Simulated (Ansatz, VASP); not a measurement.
# One calculation of Ga, two programs

```
CELL_PARAMETERS angstrom
-1.40710 1.40710 2.34912
1.40710 -1.40710 2.34912
1.40710 1.40710 -2.34912
ATOMIC_POSITIONS crystal
Ga 0.00000 0.00000 0.00000
```

Alike in both runs: task electric field gradients; functional LDA; k mesh 18 × 18 × 18; occupations fermi-dirac, width 0.05 eV; no spin polarisation.

|  | VASP | Ansatz |
| --- | --- | --- |
| version | VASP 6.6.1 | Ansatz 0.2.0 |
| potentials or method | VASP PAW LDA potentials, release 64 (Ga_d), cutoff 520 eV | all-electron PAW with datasets made for the crystal, scalar-relativistic |

```tsv
	VASP	Ansatz	Ansatz less VASP
gap on the k mesh at the Fermi level (eV)	none	none	-
pressure (GPa)	-4.2	-4.3	-0.05
traceless stress, the component that is largest in VASP (GPa)	-0.75	-0.73	+0.019
```

LDA's correlation is that of Perdew and Zunger in VASP and of Perdew and Wang (1992) in Ansatz. A gap of «none» marks a metal or a gap that the smearing closes. Ansatz ran all-electron here, and VASP with PAW potentials.
